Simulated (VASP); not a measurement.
Set up this calculation in VASP 6.6.1, as the native input.

| Item | Value |
| --- | --- |
| Task | single point |
| Functional | PBE |
| Potentials or basis | VASP PAW PBE potentials, release 64 (Mg, B) |
| Cutoff | 600 eV |
| k mesh | 8 × 8 × 6 |
| Occupations | methfessel-paxton, width 0.15 eV |
| Spin | no spin polarisation |
| Dipole correction | no |
| Further INCAR settings | ALGO = Normal; EDIFF = 1e-06; NBANDS = 11 |

The structure of MgB2 lies in POSCAR:

```
MgB2
1.0
    3.0850000000      0.0000000000      0.0000000000
   -1.5425000000      2.6716880000      0.0000000000
    0.0000000000      0.0000000000      3.5230000000
Mg B
1 2
Direct
    0.0000000000      0.0000000000      0.0000000000
    0.3333330000      0.6666670000      0.5000000000
    0.6666670000      0.3333330000      0.5000000000
```

These files were run (other wordings do the same):

INCAR

```
  PREC = Accurate
  ENCUT = 600
  EDIFF = 1E-6
  ISMEAR = 1
  SIGMA = 0.15
  LREAL = False
  LASPH = True
  NELM = 120
  ALGO = Normal
  ISIF = 2
  LWAVE = False
  LCHARG = False
  GGA = PE
  NBANDS = 11
  GGA_COMPAT = False
```

KPOINTS

```
regular mesh
0
Gamma
  8 8 6
```

Potentials or basis: VASP PAW PBE potentials, release 64 (Mg, B).

Run with:

```console
$ cat potpaw_PBE.64/Mg/POTCAR potpaw_PBE.64/B/POTCAR > POTCAR
$ mpirun -np 1 vasp_std > vasp.out
```

It gave:

```json
{"Pressure": "-1.2 GPa", "Band gap on the k mesh": "zero (band 4 reaches 6.37 eV, above the bottom of band 5 at 3.82 eV)"}
```

Run time: 11 s on 1 thread of AMD EPYC 9R45 96-Core Processor (Zen 5), on a shared host, peak memory 0.13 GiB.
